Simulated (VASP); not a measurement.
# TaN (P3m1) in VASP: a series of runs

Runs on TaN. Level: PBEsol. Tasks: single point.

All numbers are computed with VASP 6.6.1; they aren't measurements. Logs are shortened: lines on timing, memory, paths and dates and some standing lists are left out, and cuts for length are marked.

### 1 The cell of the first run

Symmetry: P3m1, No. 156, trigonal system. The conventional cell has a = 2.938 Å, b = 2.938 Å, c = 2.883 Å, α = 90.00°, β = 90.00°, γ = 120.00°. Within 3.0 Å of Ta (site symmetry 3m) lie 6 N at 2.18 to 2.28 Å and 8 Ta at 2.88 to 2.94 Å. N (site symmetry 3m) has 6 Ta at 2.18 to 2.28 Å and 8 N at 2.88 to 2.94 Å within 3.0 Å.

### 2 Single point, PBEsol (all N atoms moved +0.075 Å, as atom 2 along Cartesian [0 0 1])

The input, INCAR:

```
SYSTEM = TaN
  PREC = Accurate
  ENCUT = 520
  EDIFF = 1E-7
  ISMEAR = 0
  SIGMA = 0.15
  LREAL = .False.
  LASPH = .True.
  NELM = 100
  ALGO = Normal
  ISIF = 2
  LWAVE = .False.
  LCHARG = .False.
  GGA = PS
  NBANDS = 15
```

The input, KPOINTS:

```
Automatic mesh
0
Gamma
  18 18 16
  0 0 0
```

The input, POSCAR:

```
TaN
1.0
    2.9379988584      0.0000000000      0.0000000000
   -1.4689994292      2.5443816477      0.0000000000
    0.0000000000      0.0000000000      2.8830000000
Ta N
1 1
Direct
    0.3333333333      0.6666666667      0.5000000000
    0.0000000000      0.0000000000      0.0260145682
```

Potentials or basis: VASP PAW PBE potentials, release 64 (Ta_pv, N).

Command:

```bash
$ cat potpaw_PBE.64/Ta_pv/POTCAR potpaw_PBE.64/N/POTCAR > POTCAR
$ mpirun -np 1 vasp_std > vasp.out
```

OUTCAR:

```text
SYSTEM = TaN
   PREC = Accurate
   ENCUT = 520
   EDIFF = 1E-7
   ISMEAR = 0
   LREAL = .False.
   LASPH = .True.
   NELM = 100
   ISIF = 2
   GGA = PS

 ion  position               nearest neighbor table
   1  0.333  0.667  0.500-   2 2.18   2 2.18   2 2.18   2 2.28   2 2.28   2 2.28
   2  0.000  0.000  0.026-   1 2.18   1 2.18   1 2.18   1 2.28   1 2.28   1 2.28

  LATTYP: Found a hexagonal cell.
 ALAT       =     2.9379988584
 C/A-ratio  =     0.9812801635

  Lattice vectors:

 A1 = (   2.9379988584,   0.0000000000,   0.0000000000)
 A2 = (  -1.4689994292,   2.5443816477,   0.0000000000)
 A3 = (   0.0000000000,   0.0000000000,   2.8830000000)

Analysis of symmetry for initial positions (statically):
=====================================================================
 Subroutine PRICEL returns:
 Original cell was already a primitive cell.

 Routine SETGRP: Setting up the symmetry group for a
 hexagonal supercell.

 Subroutine GETGRP returns: Found  6 space group operations
 (whereof  6 operations were pure point group operations)
 out of a pool of 24 trial point group operations.

The static configuration has the point symmetry C_3v.

Analysis of symmetry for dynamics (positions and initial velocities):
=====================================================================
 Subroutine PRICEL returns:
 Original cell was already a primitive cell.

 Routine SETGRP: Setting up the symmetry group for a
 hexagonal supercell.

 Subroutine GETGRP returns: Found  6 space group operations
 (whereof  6 operations were pure point group operations)
 out of a pool of 24 trial point group operations.

The dynamic configuration has the point symmetry C_3v.

 Subroutine INISYM returns: Found  6 space group operations
 (whereof  6 operations are pure point group operations),
 and found     1 'primitive' translations

----------------------------------------------------------------------------------------

                                     Primitive cell

  volume of cell :      21.5516

  direct lattice vectors                    reciprocal lattice vectors
     2.937998858  0.000000000  0.000000000     0.340367729  0.196511400  0.000000000
    -1.468999429  2.544381648  0.000000000     0.000000000  0.393022800  0.000000000
     0.000000000  0.000000000  2.883000000     0.000000000  0.000000000  0.346860909

  length of vectors
     2.937998858  2.937998858  2.883000000     0.393022800  0.393022800  0.346860909

  position of ions in fractional coordinates (direct lattice)
     0.333333333  0.666666667  0.500000000
     0.000000000  0.000000000  0.026014568

  ion indices of the primitive-cell ions
   primitive index   ion index
                 1           1
                 2           2

----------------------------------------------------------------------------------------

 KPOINTS: Automatic mesh

Automatic generation of k-mesh.
 Grid dimensions read from file:
 generate k-points for:   18   18   16

 Generating k-lattice:

  Cartesian coordinates                     Fractional coordinates (reciprocal lattice)
     0.018909318  0.010917300  0.000000000     0.055555556 -0.000000000  0.000000000
     0.000000000  0.021834600  0.000000000     0.000000000  0.055555556  0.000000000
     0.000000000  0.000000000  0.021678807     0.000000000  0.000000000  0.062500000

  Length of vectors
     0.021834600  0.021834600  0.021678807

  Shift w.r.t. Gamma in fractional coordinates (k-lattice)
     0.000000000  0.000000000  0.000000000

 Subroutine IBZKPT returns following result:
 ===========================================

 Found    522 irreducible k-points:

 Following reciprocal coordinates:
            Coordinates               Weight
  0.000000  0.000000  0.000000      1.000000
  0.055556  0.000000  0.000000      6.000000
  0.111111  0.000000  0.000000      6.000000
  0.166667  0.000000  0.000000      6.000000
  0.222222 -0.000000  0.000000      6.000000
  0.277778 -0.000000  0.000000      6.000000
[... 16 lines left out ...]
  0.333333  0.111111  0.000000     12.000000
  0.388889  0.111111  0.000000     12.000000
 [... further k-points ...]
   k-points           NKPTS =    522   k-points in BZ     NKDIM =    522   number of bands    NBANDS=     15
   number of dos      NEDOS =    301   number of ions     NIONS =      2
   total plane-waves  NPLWV =  13824
   dimension x,y,z NGX =    24 NGY =   24 NGZ =   24
   dimension x,y,z NGXF=    48 NGYF=   48 NGZF=   48
   ions per type =               1   1
   NGX,Y,Z   is equivalent  to a cutoff of  13.58, 13.58, 13.84 a.u.
   NGXF,Y,Z  is equivalent  to a cutoff of  27.16, 27.16, 27.68 a.u.
 SYSTEM =  TaN
   PREC   = accura    normal or accurate (medium, high low for compatibility)
   ISTART =      0    job   : 0-new  1-cont  2-samecut
   ICHARG =      2    charge: 1-file 2-atom 10-const
   ISPIN  =      1    spin polarized calculation?
   LNONCOLLINEAR =      F non collinear calculations
   LSORBIT =      F    spin-orbit coupling
   LASPH  =      T    aspherical Exc in radial PAW
   ENCUT  =  520.0 eV  38.22 Ry    6.18 a.u.   5.46  5.46  5.36*2*pi/ulx,y,z
   NELM   =    100;   NELMIN=  2; NELMDL= -5     # of ELM steps
   EDIFF  = 0.1E-06   stopping-criterion for ELM
   LREAL  =      F    real-space projection
   EDIFFG = 0.1E-05   stopping-criterion for IOM
   NSW    =      0    number of steps for IOM
   IBRION =     -1    ionic relax: 0-MD 1-quasi-New 2-CG
   NFREE  =      0    steps in history (QN), initial steepest desc. (CG)
   ISIF   =      2    stress and relaxation
   ISYM   =      2    0-nonsym 1-usesym 2-fastsym
   POTIM  = 0.5000    time-step for ionic-motion
   TEBEG  =    0.0;   TEEND  =   0.0 temperature during run
   PSTRESS=    0.0 pullay stress
   NELECT =      16.0000    total number of electrons
   NUPDOWN=      -1.0000    fix difference up-down
   EMIN   =  10.00;   EMAX   =-10.00  energy-range for DOS
   EFERMI =   0.00;   METHOD = LEGACY
   ISMEAR =     0;   SIGMA  =   0.15  broadening in eV -4-tet -1-fermi 0-gaus
   EFERMI_NEDOS =   21; number of points for ismear=-14 and -15
   IALGO  =     38    algorithm
   IMIX   =      4    mixing-type and parameters
     AMIX     =   0.40;   BMIX     =  1.00
     AMIX_MAG =   1.60;   BMIX_MAG =  1.00
  volume/ion in A,a.u.               =      10.78        72.72
  Fermi-wavevector in a.u.,A,eV,Ry     =   1.482366  2.801265 29.897546  2.197408
  Thomas-Fermi vector in A             =   2.596161
   LORBIT       =      0    0 simple, 1 ext, 2 COOP (PROOUT), +10 PAW based schemes
   GGA     = PS    functional components
   LHFCALC =     F    Hartree Fock is set to
   AEXX    =    0.0000 exact exchange contribution
   IVDW    =     0    specifies the selected vdW correction
   LEPSILON=     F    determine dielectric tensor
   LRPA    =     F    only Hartree local field effects (RPA)
 non-spin polarized calculation
 Gauss-broadening in eV      SIGMA  =   0.15
  energy-cutoff  :      520.00
  volume of cell :       21.55
 maximum number of plane-waves:       605
 NGX is ok and might be reduce to    24
   NGX = 11   NGY = 11   NGZ = 11

 number of electron      16.0000002 magnetization

 Free energy of the ion-electron system (eV)
  ---------------------------------------------------
  ext. energy  EPLUGINS =         0.00000000
  ---------------------------------------------------
  free energy    TOTEN  =       -23.76366925 eV

  energy without entropy =      -23.76297801  energy(sigma->0) =      -23.76332363

 E-fermi :   8.0745     XC(G=0): -13.5018

 val. band max:        8.0423574968   @ k =   0.0000   0.0000   0.4375
 cond. band min:       8.1025358504   @ k =   0.3333   0.3333   0.0000
 fundamental gap:      0.0601783536
 Fermi energy:         8.0745462530

 k-point     1 :       0.0000    0.0000    0.0000
  band No.  band energies     occupation
      1     -26.6786      2.00000
      2     -26.4140      2.00000
      3     -26.4140      2.00000
      4      -9.6430      2.00000
      5       3.4910      2.00000
      6       3.4910      2.00000
      7       3.6502      2.00000
      8       5.4258      2.00000
      9      10.3045      0.00000
     10      11.5662      0.00000
     11      11.5662      0.00000
     12      12.2493      0.00000
     13      12.2493      0.00000
     14      20.9843      0.00000
     15      21.5207      0.00000

 k-point     2 :       0.0556    0.0000    0.0000
  band No.  band energies     occupation
      1     -26.6743      2.00000
      2     -26.4482      2.00000
      3     -26.4213      2.00000
      4      -9.5776      2.00000
      5       3.2569      2.00000
      6       3.5406      2.00000
      7       3.7628      2.00000
      8       5.3460      2.00000
      9      10.5416      0.00000
     10      11.4502      0.00000
     11      11.5628      0.00000
     12      12.2284      0.00000
     13      12.3137      0.00000
     14      20.9948      0.00000
     15      21.5195      0.00000

 k-point     3 :       0.1111    0.0000    0.0000
  band No.  band energies     occupation
      1     -26.6621      2.00000
      2     -26.5456      2.00000
      3     -26.4421      2.00000
      4      -9.3886      2.00000
      5       2.7570      2.00000
      6       3.6819      2.00000
      7       3.9537      2.00000
      8       5.1424      2.00000
      9      11.0077      0.00000
     10      11.2658      0.00000
     11      11.5562      0.00000
     12      12.1764      0.00000
     13      12.5206      0.00000
     14      21.0104      0.00000
     15      21.5155      0.00000
[... 343 lines left out ...]
 k-point    23 :       0.3333    0.1111    0.0000
  band No.  band energies     occupation
      1     -27.3217      2.00000
      2     -26.6954      2.00000
      3     -26.5450      2.00000
      4      -7.5240      2.00000
      5       0.1715      2.00000
      6       3.1083      2.00000
      7       3.9563      2.00000
      8       5.7380      2.00000
      9      10.3099      0.00000
     10      10.6537      0.00000
     11      12.9122      0.00000
     12      14.0467      0.00000
     13      15.8684      0.00000
     14      21.0891      0.00000
     15      21.5446      0.00000

 k-point    24 :       0.3889    0.1111    0.0000
  band No.  band energies     occupation
      1     -27.3946      2.00000
      2     -26.7215      2.00000
      3     -26.5330      2.00000
      4      -7.3131      2.00000
      5      -0.0116      2.00000
      6       2.9639      2.00000
      7       3.8340      2.00000
      8       5.7888      2.00000
      9      10.3814      0.00000
     10      11.1344      0.00000
     11      12.6031      0.00000
     12      14.1469      0.00000
     13      16.7550      0.00000
     14      20.1917      0.00000
     15      21.5007      0.00000

 [... further k-points ...]

------------------------ aborting loop because EDIFF is reached ----------------------------------------

  FORCE on cell =-STRESS in cart. coord.  units (eV):
  Direction    XX          YY          ZZ          XY          YZ          ZX
  --------------------------------------------------------------------------------------
  -------------------------------------------------------------------------------------
  Total       -0.4072181     -0.4072181     -0.3511263      0.0000000      0.0000000      0.0000000
  in kB      -30.2732570    -30.2732570    -26.1032974      0.0000000      0.0000000      0.0000000
  external PRESSURE =     -28.8832705 kB  Pullay stress =       0.0000000 kB

 VOLUME and BASIS-vectors are now :
 -----------------------------------------------------------------------------
  energy-cutoff  :      520.00
  volume of cell :       21.55
      direct lattice vectors                 reciprocal lattice vectors
     2.937998858  0.000000000  0.000000000     0.340367729  0.196511400  0.000000000
    -1.468999429  2.544381648  0.000000000     0.000000000  0.393022800  0.000000000
     0.000000000  0.000000000  2.883000000     0.000000000  0.000000000  0.346860909

 POSITION                                       TOTAL-FORCE (eV/Angst)
 -----------------------------------------------------------------------------------
     -0.00000      1.69625      1.44150         0.000000     -0.000000      1.057705
      0.00000      0.00000      0.07500        -0.000000      0.000000     -1.057705
 -----------------------------------------------------------------------------------
    total drift:                                0.000000     -0.000000      0.000191

  FREE ENERGIE OF THE ION-ELECTRON SYSTEM (eV)
  ---------------------------------------------------
  free  energy   TOTEN  =       -23.7636692467 eV

  energy  without entropy=      -23.7629780131  energy(sigma->0) =      -23.76332363
```

Wall time 2.7 min (1 thread of Intel Xeon 8259CL, shared host); peak memory 0.29 GiB.

Results:

* Free energy: -23.7637 eV
* Pressure: -2.9 GPa
* Largest force: 1.058 eV/Å
* Band gap on the k mesh: zero (bands 8 and 9 overlap by 0.42 eV)

Forces in eV/Å, atoms in the order of the input:
```
Ta   0.000  0.000  1.058
N    0.000  0.000 -1.058
```

Stress tensor (GPa, compression positive):
```
-3.03  0.00  0.00
 0.00 -3.03  0.00
 0.00  0.00 -2.61
```

Caveat: the cell differs from its parent crystal (all N atoms moved +0.075 Å, as atom 2 along Cartesian [0 0 1]); the PAW data sets were made with another functional, which shifts forces and pressure a little; spin-orbit coupling is left out, which moves the levels of the heavy elements.

[end of part 1 of 2]
